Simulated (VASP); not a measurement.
Ni, 1 atom in the cell. Symmetry: Fm-3m, No. 225, cubic system. Conventional cell: a = 3.281 Å, b = 3.281 Å, c = 3.281 Å, α = 90.00°, β = 90.00°, γ = 90.00°. Ni (site symmetry m-3m) has 12 Ni at 2.32 Å within 3.1 Å. 

* Program: VASP 6.6.1
* Task: single point
* Functional: LDA
* Potentials or basis: VASP PAW LDA potentials, release 64 (Ni)
* Cutoff: 520 eV
* k mesh: 24 × 24 × 24
* Occupations: gaussian, width 0.15 eV
* Spin: no spin polarisation
* Dipole correction: no
* Further INCAR settings: ALGO = Normal; EDIFF = 1e-06; NBANDS = 11

Potentials or basis: VASP PAW LDA potentials, release 64 (Ni).

Command:

```sh
$ cat potpaw_LDA.64/Ni/POTCAR > POTCAR
$ mpirun -np 1 vasp_std > vasp.out
```

Hardware: 1 thread of Intel(R) Xeon(R) Platinum 8259CL CPU @ 2.50GHz (Skylake/Cascade Lake), on a shared host.

Question: Estimate the wall time of this run.

Answer: Wall time 30 s on 1 thread of Intel(R) Xeon(R) Platinum 8259CL CPU @ 2.50GHz (Skylake/Cascade Lake), on a shared host, peak memory 0.15 GiB. Counts: scf iterations 11, k points 413.
